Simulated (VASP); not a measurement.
# TiO2 (R-3m) in VASP: a series of runs

Runs on TiO2. Level: PBEsol. Tasks: single point.

Program: VASP 6.6.1. These are calculated values, not measurements. Logs are shortened: lines on timing, memory, paths and dates and some standing lists are left out, and cuts for length are marked.

**1. The cell of the first run**

Symmetry: R-3m, No. 166, trigonal system. Conventional cell: a = 3.014 Å, b = 3.014 Å, c = 21.083 Å, α = 90.00°, β = 90.00°, γ = 120.00°. Within 2.6 Å of Ti (site symmetry -3m) lie 6 O at 1.99 Å. O (site symmetry 3m) has 3 Ti at 1.99 Å and 3 O at 2.61 Å within 2.7 Å.

**2. Single point, PBEsol**

Input file INCAR:

```
  PREC = Accurate
  ENCUT = 520
  EDIFF = 1E-6
  ISMEAR = 0
  SIGMA = 0.01
  LREAL = F
  LASPH = T
  NELM = 100
  ALGO = Normal
  ISIF = 2
  LWAVE = F
  LCHARG = F
  GGA = PS
  NBANDS = 19
```

Input file KPOINTS:

```
Automatic mesh
0
Gamma
  7 7 7
```

Input file POSCAR:

```
TiO2
1.0
    1.5072473883      0.8702102331      7.0277807382
   -1.5072473883      0.8702102331      7.0277807382
    0.0000000000     -1.7404194595      7.0277807382
Ti O
1 2
Direct
    0.0000000000      0.0000000000      0.0000000000
    0.6204670000      0.6204670000      0.6204670000
    0.3795330000      0.3795330000      0.3795330000
```

Potentials or basis: VASP PAW PBE potentials, release 64 (Ti_sv, O).

The run is started by

```
> cat potpaw_PBE.64/Ti_sv/POTCAR potpaw_PBE.64/O/POTCAR > POTCAR
> mpirun -np 1 vasp_std > vasp.out
```

OUTCAR:

```text
PREC = Accurate
   ENCUT = 520
   EDIFF = 1E-6
   ISMEAR = 0
   LREAL = F
   LASPH = T
   NELM = 100
   ISIF = 2
   GGA = PS

 ion  position               nearest neighbor table
   1  0.000  0.000  0.000-   2 1.99   2 1.99   3 1.99   3 1.99   2 1.99   3 1.99
   2  0.620  0.620  0.620-   1 1.99   1 1.99   1 1.99
   3  0.380  0.380  0.380-   1 1.99   1 1.99   1 1.99

  LATTYP: Found a trigonal (rhomboedric) cell.
 ALAT       =     7.2400802926
 COS(alpha) =     0.9133212835

  Lattice vectors:

 A1 = (   1.5072473883,   0.8702102331,   7.0277807382)
 A2 = (  -1.5072473883,   0.8702102331,   7.0277807382)
 A3 = (   0.0000000000,  -1.7404194595,   7.0277807382)

Analysis of symmetry for initial positions (statically):
=====================================================================
 Subroutine PRICEL returns:
 Original cell was already a primitive cell.

 Routine SETGRP: Setting up the symmetry group for a
 trigonal (rhombohedral) supercell.

 Subroutine GETGRP returns: Found 12 space group operations
 (whereof 12 operations were pure point group operations)
 out of a pool of 12 trial point group operations.

The static configuration has the point symmetry D_3d.

Analysis of symmetry for dynamics (positions and initial velocities):
=====================================================================
 Subroutine PRICEL returns:
 Original cell was already a primitive cell.

 Routine SETGRP: Setting up the symmetry group for a
 trigonal (rhombohedral) supercell.

 Subroutine GETGRP returns: Found 12 space group operations
 (whereof 12 operations were pure point group operations)
 out of a pool of 12 trial point group operations.

The dynamic configuration has the point symmetry D_3d.

 Subroutine INISYM returns: Found 12 space group operations
 (whereof 12 operations are pure point group operations),
 and found     1 'primitive' translations

----------------------------------------------------------------------------------------

                                     Primitive cell

  volume of cell :      55.3067

  direct lattice vectors                    reciprocal lattice vectors
     1.507247388  0.870210233  7.027780738     0.331730547  0.191524674  0.047430801
    -1.507247388  0.870210233  7.027780738    -0.331730547  0.191524674  0.047430801
     0.000000000 -1.740419459  7.027780738     0.000000000 -0.383049347  0.047430828

  length of vectors
     7.240080293  7.240080293  7.240080248     0.385974788  0.385974788  0.385974722

  position of ions in fractional coordinates (direct lattice)
     0.000000000  0.000000000  0.000000000
     0.620467000  0.620467000  0.620467000
     0.379533000  0.379533000  0.379533000

  ion indices of the primitive-cell ions
   primitive index   ion index
                 1           1
                 2           2
                 3           3

----------------------------------------------------------------------------------------

 KPOINTS: Automatic mesh

Automatic generation of k-mesh.
 Grid dimensions read from file:
 generate k-points for:    7    7    7

 Generating k-lattice:

  Cartesian coordinates                     Fractional coordinates (reciprocal lattice)
     0.047390078  0.027360668  0.006775829     0.142857143  0.000000000  0.000000000
    -0.047390078  0.027360668  0.006775829     0.000000000  0.142857143  0.000000000
     0.000000000 -0.054721335  0.006775833     0.000000000  0.000000000  0.142857143

  Length of vectors
     0.055139255  0.055139255  0.055139246

  Shift w.r.t. Gamma in fractional coordinates (k-lattice)
     0.000000000  0.000000000  0.000000000

 Subroutine IBZKPT returns following result:
 ===========================================

 Found     44 irreducible k-points:

 Following reciprocal coordinates:
            Coordinates               Weight
  0.000000  0.000000  0.000000      1.000000
  0.142857  0.000000  0.000000      6.000000
  0.285714  0.000000  0.000000      6.000000
  0.428571  0.000000  0.000000      6.000000
  0.142857  0.142857  0.000000      6.000000
  0.285714  0.142857  0.000000     12.000000
[... 16 lines left out ...]
  0.285714  0.285714  0.142857      6.000000
  0.428571  0.285714  0.142857     12.000000
 [... further k-points ...]
   k-points           NKPTS =     44   k-points in BZ     NKDIM =     44   number of bands    NBANDS=     19
   number of dos      NEDOS =    301   number of ions     NIONS =      3
   total plane-waves  NPLWV = 157464
   dimension x,y,z NGX =    54 NGY =   54 NGZ =   54
   dimension x,y,z NGXF=   108 NGYF=  108 NGZF=  108
   ions per type =               1   2
   NGX,Y,Z   is equivalent  to a cutoff of  12.40, 12.40, 12.40 a.u.
   NGXF,Y,Z  is equivalent  to a cutoff of  24.80, 24.80, 24.80 a.u.
 SYSTEM =  unknown system
   PREC   = accura    normal or accurate (medium, high low for compatibility)
   ISTART =      0    job   : 0-new  1-cont  2-samecut
   ICHARG =      2    charge: 1-file 2-atom 10-const
   ISPIN  =      1    spin polarized calculation?
   LNONCOLLINEAR =      F non collinear calculations
   LSORBIT =      F    spin-orbit coupling
   LASPH  =      T    aspherical Exc in radial PAW
   ENCUT  =  520.0 eV  38.22 Ry    6.18 a.u.  13.46 13.46 13.46*2*pi/ulx,y,z
   NELM   =    100;   NELMIN=  2; NELMDL= -5     # of ELM steps
   EDIFF  = 0.1E-05   stopping-criterion for ELM
   LREAL  =      F    real-space projection
   EDIFFG = 0.1E-04   stopping-criterion for IOM
   NSW    =      0    number of steps for IOM
   IBRION =     -1    ionic relax: 0-MD 1-quasi-New 2-CG
   NFREE  =      0    steps in history (QN), initial steepest desc. (CG)
   ISIF   =      2    stress and relaxation
   ISYM   =      2    0-nonsym 1-usesym 2-fastsym
   POTIM  = 0.5000    time-step for ionic-motion
   TEBEG  =    0.0;   TEEND  =   0.0 temperature during run
   PSTRESS=    0.0 pullay stress
   NELECT =      24.0000    total number of electrons
   NUPDOWN=      -1.0000    fix difference up-down
   EMIN   =  10.00;   EMAX   =-10.00  energy-range for DOS
   EFERMI =   0.00;   METHOD = LEGACY
   ISMEAR =     0;   SIGMA  =   0.01  broadening in eV -4-tet -1-fermi 0-gaus
   EFERMI_NEDOS =   21; number of points for ismear=-14 and -15
   IALGO  =     38    algorithm
   IMIX   =      4    mixing-type and parameters
     AMIX     =   0.40;   BMIX     =  1.00
     AMIX_MAG =   1.60;   BMIX_MAG =  1.00
  volume/ion in A,a.u.               =      18.44       124.41
  Fermi-wavevector in a.u.,A,eV,Ry     =   1.239422  2.342168 20.900823  1.536167
  Thomas-Fermi vector in A             =   2.373906
   LORBIT       =      0    0 simple, 1 ext, 2 COOP (PROOUT), +10 PAW based schemes
   GGA     = PS    functional components
   LHFCALC =     F    Hartree Fock is set to
   AEXX    =    0.0000 exact exchange contribution
   IVDW    =     0    specifies the selected vdW correction
   LEPSILON=     F    determine dielectric tensor
   LRPA    =     F    only Hartree local field effects (RPA)
 non-spin polarized calculation
 Gauss-broadening in eV      SIGMA  =   0.01
  energy-cutoff  :      520.00
  volume of cell :       55.31
 maximum number of plane-waves:      1539
 NGX is ok and might be reduce to    54
   NGX = 27   NGY = 27   NGZ = 27

 number of electron      24.0000003 magnetization

 Free energy of the ion-electron system (eV)
  ---------------------------------------------------
  ext. energy  EPLUGINS =         0.00000000
  ---------------------------------------------------
  free energy    TOTEN  =       -27.59789354 eV

  energy without entropy =      -27.59789354  energy(sigma->0) =      -27.59789354

 E-fermi :  -1.1366     XC(G=0):  -7.6638

 val. band max:       -1.2789737792   @ k =  -0.1429   0.1429   0.0000
 cond. band min:       1.2876188481   @ k =   0.1429   0.1429   0.1429
 fundamental gap:      2.5665926274
 Fermi energy:        -1.1365591475

 k-point     1 :       0.0000    0.0000    0.0000
  band No.  band energies     occupation
      1     -57.4891      2.00000
      2     -33.8525      2.00000
      3     -33.5838      2.00000
      4     -33.5838      2.00000
      5     -18.5438      2.00000
      6     -16.8256      2.00000
[... 11 lines left out ...]
     18       5.7598      0.00000
     19       8.8314      0.00000

 k-point     2 :       0.1429    0.0000    0.0000
  band No.  band energies     occupation
      1     -57.4769      2.00000
      2     -33.8308      2.00000
      3     -33.6881      2.00000
      4     -33.6035      2.00000
      5     -18.3003      2.00000
      6     -16.9455      2.00000
[... 11 lines left out ...]
     18       6.3679      0.00000
     19       9.4913      0.00000

 k-point     3 :       0.2857    0.0000    0.0000
  band No.  band energies     occupation
      1     -57.4495      2.00000
      2     -33.9183      2.00000
      3     -33.7787      2.00000
      4     -33.6477      2.00000
      5     -17.7870      2.00000
      6     -17.1576      2.00000
[... 11 lines left out ...]
     18       7.7908      0.00000
     19      10.6572      0.00000

 k-point     4 :       0.4286    0.0000    0.0000
  band No.  band energies     occupation
      1     -57.4274      2.00000
      2     -34.0943      2.00000
      3     -33.7387      2.00000
      4     -33.6828      2.00000
      5     -17.6406      2.00000
      6     -17.0307      2.00000
[... 407 lines left out ...]
     18       7.8803      0.00000
     19      10.4277      0.00000

 k-point    23 :       0.2857    0.2857    0.1429
  band No.  band energies     occupation
      1     -57.4769      2.00000
      2     -33.8308      2.00000
      3     -33.6881      2.00000
      4     -33.6035      2.00000
      5     -18.3001      2.00000
      6     -16.9457      2.00000
[... 11 lines left out ...]
     18       6.6856      0.00000
     19       8.6868      0.00000

 k-point    24 :       0.4286    0.2857    0.1429
  band No.  band energies     occupation
      1     -57.4571      2.00000
      2     -33.8385      2.00000
      3     -33.7959      2.00000
      4     -33.6502      2.00000
      5     -17.9053      2.00000
      6     -17.1268      2.00000
[... 11 lines left out ...]
     18       7.6658      0.00000
     19       9.5918      0.00000

 [... further k-points ...]

------------------------ aborting loop because EDIFF is reached ----------------------------------------

  FORCE on cell =-STRESS in cart. coord.  units (eV):
  Direction    XX          YY          ZZ          XY          YZ          ZX
  --------------------------------------------------------------------------------------
  -------------------------------------------------------------------------------------
  Total       -2.5042408     -2.5042420     -1.3146654      0.0000000     -0.0000001      0.0000000
  in kB      -72.5451946    -72.5452300    -38.0844593      0.0000000     -0.0000018      0.0000000
  external PRESSURE =     -61.0582946 kB  Pullay stress =       0.0000000 kB

 VOLUME and BASIS-vectors are now :
 -----------------------------------------------------------------------------
  energy-cutoff  :      520.00
  volume of cell :       55.31
      direct lattice vectors                 reciprocal lattice vectors
     1.507247388  0.870210233  7.027780738     0.331730547  0.191524674  0.047430801
    -1.507247388  0.870210233  7.027780738    -0.331730547  0.191524674  0.047430801
     0.000000000 -1.740419459  7.027780738     0.000000000 -0.383049347  0.047430828

 POSITION                                       TOTAL-FORCE (eV/Angst)
 -----------------------------------------------------------------------------------
      0.00000      0.00000      0.00000         0.000000      0.000000      0.000000
      0.00000      0.00000     13.08152         0.000000      0.000000      0.652704
      0.00000      0.00000      8.00182         0.000000     -0.000000     -0.652704
 -----------------------------------------------------------------------------------
    total drift:                               -0.000000     -0.000000     -0.000000

  FREE ENERGIE OF THE ION-ELECTRON SYSTEM (eV)
  ---------------------------------------------------
  free  energy   TOTEN  =       -27.5978935356 eV

  energy  without entropy=      -27.5978935356  energy(sigma->0) =      -27.59789354
```

It took 6.3 min on 1 thread of Intel Xeon 8259CL, shared host; peak memory 0.4 GiB.

Results:

```yaml
Free_energy: -27.5979 eV
Pressure: -6.1 GPa
Largest_force: 0.653 eV/Å
Band_gap_on_the_k_mesh: 2.57 eV (least direct gap 2.77 eV)
```

Forces in eV/Å, atoms in the order of the input:
```
Ti   0.000  0.000  0.000
O    0.000  0.000  0.653
O    0.000  0.000 -0.653
```

Levels at points of the mesh, in eV from the valence-band top:
| k point | band 10 | band 11 | band 12 | band 13 | band 14 | band 15 |
| --- | --- | --- | --- | --- | --- | --- |
| (0.00, 0.00, 0.00) | -0.60 | -0.21 | -0.21 | 2.57 | 2.57 | 4.22 |

Caveat: the cell stands under tension; the PAW data sets were made with another functional, which shifts forces and pressure a little; an odd mesh through Γ misses points on the zone boundary, where band edges can lie.

[end of part 1 of 2]
